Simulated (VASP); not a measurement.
# BeTe (gw) (F-43m) in VASP: notebook

The runs below take BeTe (gw) through single point, with PBE.

Everything below comes from runs of VASP 6.6.1. Logs are shortened: lines on timing, memory, paths and dates and some standing lists are left out, and cuts for length are marked.

## Step 1: The cell of the first run

The structure is cubic, space group F-43m (No. 216). The conventional cell has a = 5.605 Å, b = 5.605 Å, c = 5.605 Å, α = 90.00°, β = 90.00°, γ = 90.00°. Within 3.2 Å of Be (site symmetry -43m) lie 4 Te at 2.43 Å. Within 3.2 Å of Te (site symmetry -43m) lie 4 Be at 2.43 Å.

## Step 2: Single point, PBE

INCAR

```
PREC = Accurate
ENCUT = 600
EDIFF = 1E-6
ISMEAR = 0
SIGMA = 0.01
LREAL = False
LASPH = True
NELM = 120
ALGO = Normal
ISIF = 2
LWAVE = False
LCHARG = False
GGA = PE
NBANDS = 11
GGA_COMPAT = False
```

KPOINTS

```
regular mesh
0
Gamma
  4 4 4
```

POSCAR

```
BeTe
1.0
    0.0000000000      2.8023799443      2.8023799443
    2.8023799443      0.0000000000      2.8023799443
    2.8023799443      2.8023799443      0.0000000000
Be Te
1 1
Direct
    0.0000000000      0.0000000000      0.0000000000
    0.2500000000      0.2500000000      0.2500000000
```

Potentials or basis: VASP PAW PBE potentials, release 64 (Be, Te).

Launch:

```sh
$ cat potpaw_PBE.64/Be/POTCAR potpaw_PBE.64/Te/POTCAR > POTCAR
$ mpirun -np 1 vasp_std > vasp.out
```

OUTCAR:

```text
PREC = Accurate
   ENCUT = 600
   EDIFF = 1E-6
   ISMEAR = 0
   LREAL = False
   LASPH = True
   NELM = 120
   ISIF = 2
   GGA = PE

 ion  position               nearest neighbor table
   1  0.000  0.000  0.000-   2 2.43   2 2.43   2 2.43   2 2.43
   2  0.250  0.250  0.250-   1 2.43   1 2.43   1 2.43   1 2.43

  LATTYP: Found a face centered cubic cell.
 ALAT       =     5.6047598886

  Lattice vectors:

 A1 = (   0.0000000000,   2.8023799443,   2.8023799443)
 A2 = (   2.8023799443,   0.0000000000,   2.8023799443)
 A3 = (   2.8023799443,   2.8023799443,   0.0000000000)

Analysis of symmetry for initial positions (statically):
=====================================================================
 Subroutine PRICEL returns:
 Original cell was already a primitive cell.

 Routine SETGRP: Setting up the symmetry group for a
 face centered cubic supercell.

 Subroutine GETGRP returns: Found 24 space group operations
 (whereof 24 operations were pure point group operations)
 out of a pool of 48 trial point group operations.

The static configuration has the point symmetry T_d .

Analysis of symmetry for dynamics (positions and initial velocities):
=====================================================================
 Subroutine PRICEL returns:
 Original cell was already a primitive cell.

 Routine SETGRP: Setting up the symmetry group for a
 face centered cubic supercell.

 Subroutine GETGRP returns: Found 24 space group operations
 (whereof 24 operations were pure point group operations)
 out of a pool of 48 trial point group operations.

The dynamic configuration has the point symmetry T_d .

 Subroutine INISYM returns: Found 24 space group operations
 (whereof 24 operations are pure point group operations),
 and found     1 'primitive' translations

----------------------------------------------------------------------------------------

                                     Primitive cell

  volume of cell :      44.0160

  direct lattice vectors                    reciprocal lattice vectors
     0.000000000  2.802379944  2.802379944    -0.178419775  0.178419775  0.178419775
     2.802379944  0.000000000  2.802379944     0.178419775 -0.178419775  0.178419775
     2.802379944  2.802379944  0.000000000     0.178419775  0.178419775 -0.178419775

  length of vectors
     3.963163724  3.963163724  3.963163724     0.309032116  0.309032116  0.309032116

  position of ions in fractional coordinates (direct lattice)
     0.000000000  0.000000000  0.000000000
     0.250000000  0.250000000  0.250000000

  ion indices of the primitive-cell ions
   primitive index   ion index
                 1           1
                 2           2

----------------------------------------------------------------------------------------

 KPOINTS: regular mesh

Automatic generation of k-mesh.
 Grid dimensions read from file:
 generate k-points for:    4    4    4

 Generating k-lattice:

  Cartesian coordinates                     Fractional coordinates (reciprocal lattice)
    -0.044604944  0.044604944  0.044604944     0.250000000  0.000000000  0.000000000
     0.044604944 -0.044604944  0.044604944     0.000000000  0.250000000  0.000000000
     0.044604944  0.044604944 -0.044604944     0.000000000  0.000000000  0.250000000

  Length of vectors
     0.077258029  0.077258029  0.077258029

  Shift w.r.t. Gamma in fractional coordinates (k-lattice)
     0.000000000  0.000000000  0.000000000

 Subroutine IBZKPT returns following result:
 ===========================================

 Found      8 irreducible k-points:

 Following reciprocal coordinates:
            Coordinates               Weight
  0.000000  0.000000  0.000000      1.000000
  0.250000  0.000000  0.000000      8.000000
  0.500000  0.000000  0.000000      4.000000
  0.250000  0.250000  0.000000      6.000000
  0.500000  0.250000  0.000000     24.000000
 -0.250000  0.250000  0.000000     12.000000
  0.500000  0.500000  0.000000      3.000000
 -0.250000  0.500000  0.250000      6.000000
   k-points           NKPTS =      8   k-points in BZ     NKDIM =      8   number of bands    NBANDS=     11
   number of dos      NEDOS =    301   number of ions     NIONS =      2
   total plane-waves  NPLWV =  32768
   dimension x,y,z NGX =    32 NGY =   32 NGZ =   32
   dimension x,y,z NGXF=    64 NGYF=   64 NGZF=   64
   ions per type =               1   1
   NGX,Y,Z   is equivalent  to a cutoff of  13.42, 13.42, 13.42 a.u.
   NGXF,Y,Z  is equivalent  to a cutoff of  26.85, 26.85, 26.85 a.u.
 SYSTEM =  unknown system
   PREC   = accura    normal or accurate (medium, high low for compatibility)
   ISTART =      0    job   : 0-new  1-cont  2-samecut
   ICHARG =      2    charge: 1-file 2-atom 10-const
   ISPIN  =      1    spin polarized calculation?
   LNONCOLLINEAR =      F non collinear calculations
   LSORBIT =      F    spin-orbit coupling
   LASPH  =      T    aspherical Exc in radial PAW
   ENCUT  =  600.0 eV  44.10 Ry    6.64 a.u.   7.92  7.92  7.92*2*pi/ulx,y,z
   NELM   =    120;   NELMIN=  2; NELMDL= -5     # of ELM steps
   EDIFF  = 0.1E-05   stopping-criterion for ELM
   LREAL  =      F    real-space projection
   EDIFFG = 0.1E-04   stopping-criterion for IOM
   NSW    =      0    number of steps for IOM
   IBRION =     -1    ionic relax: 0-MD 1-quasi-New 2-CG
   NFREE  =      0    steps in history (QN), initial steepest desc. (CG)
   ISIF   =      2    stress and relaxation
   ISYM   =      2    0-nonsym 1-usesym 2-fastsym
   POTIM  = 0.5000    time-step for ionic-motion
   TEBEG  =    0.0;   TEEND  =   0.0 temperature during run
   PSTRESS=    0.0 pullay stress
   NELECT =       8.0000    total number of electrons
   NUPDOWN=      -1.0000    fix difference up-down
   EMIN   =  10.00;   EMAX   =-10.00  energy-range for DOS
   EFERMI =   0.00;   METHOD = LEGACY
   ISMEAR =     0;   SIGMA  =   0.01  broadening in eV -4-tet -1-fermi 0-gaus
   EFERMI_NEDOS =   21; number of points for ismear=-14 and -15
   IALGO  =     38    algorithm
   IMIX   =      4    mixing-type and parameters
     AMIX     =   0.40;   BMIX     =  1.00
     AMIX_MAG =   1.60;   BMIX_MAG =  1.00
  volume/ion in A,a.u.               =      22.01       148.52
  Fermi-wavevector in a.u.,A,eV,Ry     =   0.927330  1.752400 11.700216  0.859942
  Thomas-Fermi vector in A             =   2.053389
   LORBIT       =      0    0 simple, 1 ext, 2 COOP (PROOUT), +10 PAW based schemes
   GGA     = PE    functional components
   LHFCALC =     F    Hartree Fock is set to
   AEXX    =    0.0000 exact exchange contribution
   IVDW    =     0    specifies the selected vdW correction
   LEPSILON=     F    determine dielectric tensor
   LRPA    =     F    only Hartree local field effects (RPA)
 non-spin polarized calculation
 Gauss-broadening in eV      SIGMA  =   0.01
  energy-cutoff  :      600.00
  volume of cell :       44.02
 maximum number of plane-waves:      1480
   NGX = 15   NGY = 15   NGZ = 15

 number of electron       8.0000000 magnetization

 Free energy of the ion-electron system (eV)
  ---------------------------------------------------
  ext. energy  EPLUGINS =         0.00000000
  ---------------------------------------------------
  free energy    TOTEN  =        -7.53458317 eV

  energy without entropy =       -7.53458317  energy(sigma->0) =       -7.53458317

 E-fermi :   5.3778     XC(G=0):  -9.1016

 val. band max:        5.2828573214   @ k =   0.0000   0.0000   0.0000
 cond. band min:       7.2107732603   @ k =   0.5000   0.5000   0.0000
 fundamental gap:      1.9279159389
 Fermi energy:         5.3777636471

 k-point     1 :       0.0000    0.0000    0.0000
  band No.  band energies     occupation
      1      -7.1098      2.00000
      2       5.2829      2.00000
      3       5.2829      2.00000
      4       5.2829      2.00000
      5       8.8677      0.00000
      6       8.8677      0.00000
      7       8.8677      0.00000
      8       9.2104      0.00000
      9      13.6154      0.00000
     10      15.5472      0.00000
     11      15.5472      0.00000

 k-point     2 :       0.2500    0.0000    0.0000
  band No.  band energies     occupation
      1      -6.5408      2.00000
      2       1.9091      2.00000
      3       4.5904      2.00000
      4       4.5904      2.00000
      5       8.6235      0.00000
      6       9.7573      0.00000
      7       9.7573      0.00000
      8      12.3873      0.00000
      9      14.3225      0.00000
     10      14.3225      0.00000
     11      14.3591      0.00000

 k-point     3 :       0.5000    0.0000    0.0000
  band No.  band energies     occupation
      1      -5.7249      2.00000
      2      -0.3591      2.00000
      3       4.1227      2.00000
      4       4.1227      2.00000
      5       8.3912      0.00000
      6       9.8545      0.00000
      7       9.8545      0.00000
      8      13.0896      0.00000
      9      16.2827      0.00000
     10      16.8324      0.00000
     11      16.8324      0.00000

 k-point     4 :       0.2500    0.2500    0.0000
  band No.  band energies     occupation
      1      -6.3469      2.00000
      2       2.3530      2.00000
      3       3.5597      2.00000
      4       3.5597      2.00000
      5       7.8521      0.00000
      6       9.6789      0.00000
      7      11.7553      0.00000
      8      11.7553      0.00000
      9      14.0389      0.00000
     10      16.1080      0.00000
     11      16.5252      0.00000

 k-point     5 :       0.5000    0.2500    0.0000
  band No.  band energies     occupation
      1      -5.5077      2.00000
      2       0.3528      2.00000
      3       2.2305      2.00000
      4       3.2159      2.00000
      5       8.2176      0.00000
      6      10.8212      0.00000
      7      11.8473      0.00000
      8      12.1497      0.00000
      9      15.7080      0.00000
     10      17.1027      0.00000
     11      17.7736      0.00000

 k-point     6 :      -0.2500    0.2500    0.0000
  band No.  band energies     occupation
      1      -5.8016      2.00000
      2       0.8565      2.00000
      3       2.0448      2.00000
      4       4.0460      2.00000
      5       9.0280      0.00000
      6      10.8132      0.00000
      7      11.4723      0.00000
      8      11.9686      0.00000
      9      13.6872      0.00000
     10      15.2031      0.00000
     11      17.7529      0.00000

 k-point     7 :       0.5000    0.5000    0.0000
  band No.  band energies     occupation
      1      -5.2167      2.00000
      2       0.0819      2.00000
      3       2.5781      2.00000
      4       2.5781      2.00000
      5       7.2108      0.00000
      6       7.9189      0.00000
      7      15.0729      0.00000
      8      15.0729      0.00000
      9      16.9065      0.00000
     10      18.4533      0.00000
     11      18.7667      0.00000

 k-point     8 :      -0.2500    0.5000    0.2500
  band No.  band energies     occupation
      1      -5.1809      2.00000
      2       0.6260      2.00000
      3       1.5056      2.00000
      4       1.9991      2.00000
      5      10.5705      0.00000
      6      10.8072      0.00000
      7      10.8583      0.00000
      8      11.5107      0.00000
      9      16.2378      0.00000
     10      17.1131      0.00000
     11      18.1687      0.00000

------------------------ aborting loop because EDIFF is reached ----------------------------------------

  FORCE on cell =-STRESS in cart. coord.  units (eV):
  Direction    XX          YY          ZZ          XY          YZ          ZX
  --------------------------------------------------------------------------------------
  -------------------------------------------------------------------------------------
  Total        0.6914081      0.6914081      0.6914081     -0.0000000      0.0000000     -0.0000000
  in kB       25.1671473     25.1671473     25.1671473     -0.0000000      0.0000000     -0.0000000
  external PRESSURE =      25.1671473 kB  Pullay stress =       0.0000000 kB

 VOLUME and BASIS-vectors are now :
 -----------------------------------------------------------------------------
  energy-cutoff  :      600.00
  volume of cell :       44.02
      direct lattice vectors                 reciprocal lattice vectors
     0.000000000  2.802379944  2.802379944    -0.178419775  0.178419775  0.178419775
     2.802379944  0.000000000  2.802379944     0.178419775 -0.178419775  0.178419775
     2.802379944  2.802379944  0.000000000     0.178419775  0.178419775 -0.178419775

 POSITION                                       TOTAL-FORCE (eV/Angst)
 -----------------------------------------------------------------------------------
      0.00000      0.00000      0.00000         0.000000      0.000000     -0.000000
      1.40119      1.40119      1.40119        -0.000000     -0.000000      0.000000
 -----------------------------------------------------------------------------------
    total drift:                                0.000000      0.000000      0.000000

  FREE ENERGIE OF THE ION-ELECTRON SYSTEM (eV)
  ---------------------------------------------------
  free  energy   TOTEN  =        -7.5345831726 eV

  energy  without entropy=       -7.5345831726  energy(sigma->0) =       -7.53458317
```

It took 9.7 s on 1 thread of Intel Xeon 8259CL, shared host; peak memory 0.17 GiB.

What came out:

| Quantity | Value |
| --- | --- |
| Free energy | -7.5346 eV |
| Pressure | 2.5 GPa |
| Band gap on the k mesh | 1.93 eV, indirect (least direct gap 3.58 eV) |

Levels at points of the mesh, in eV from the valence-band top:
```
           k point  band 2  band 3  band 4  band 5  band 6  band 7
(0.00, 0.00, 0.00)    0.00    0.00    0.00    3.58    3.58    3.58
(0.50, 0.00, 0.00)   -5.64   -1.16   -1.16    3.11    4.57    4.57
(0.50, 0.50, 0.00)   -5.20   -2.70   -2.70    1.93    2.64    9.79
```

Caveat: the k points lie up to 0.49 Å⁻¹ apart; spin-orbit coupling is left out, which moves the levels of the heavy elements.

## Step 3: Single point, PBE

INCAR

```
SYSTEM = BeTe
PREC = Accurate ; ENCUT = 600
EDIFF = 1E-6 ; ISMEAR = 0
SIGMA = 0.01 ; LREAL = .FALSE.
LASPH = .TRUE. ; NELM = 120
ALGO = Normal ; ISIF = 2
LWAVE = .FALSE. ; LCHARG = .TRUE.
GGA = PE ; LELF = .TRUE.
LVHAR = .TRUE. ; NBANDS = 11
GGA_COMPAT = .FALSE.
```

KPOINTS

```
Automatic mesh
0
G
  4 4 4
  0 0 0
```

POSCAR is that of step 2.

Potentials or basis: VASP PAW PBE potentials, release 64 (Be, Te).

Launch:

```sh
$ cat potpaw_PBE.64/Be/POTCAR potpaw_PBE.64/Te/POTCAR > POTCAR
$ mpirun -np 1 vasp_std > vasp.out
```

Run time: 12 s. Hardware: 1 thread of Intel Xeon 8259CL, shared host; peak memory 0.17 GiB.

The run converged. Its results:

| Quantity | Value |
| --- | --- |
| Free energy | -7.5346 eV |
| Pressure | 2.5 GPa |
| Band gap on the k mesh | 1.93 eV, indirect (least direct gap 3.58 eV) |

Levels at points of the mesh, in eV from the valence-band top:
```tsv
k point	band 2	band 3	band 4	band 5	band 6	band 7
(0.00, 0.00, 0.00)	0.00	0.00	0.00	3.58	3.58	3.58
(0.50, 0.00, 0.00)	-5.64	-1.16	-1.16	3.11	4.57	4.57
(0.50, 0.50, 0.00)	-5.20	-2.70	-2.70	1.93	2.64	9.79
```

Caveat: the k points lie up to 0.49 Å⁻¹ apart; spin-orbit coupling is left out, which moves the levels of the heavy elements.
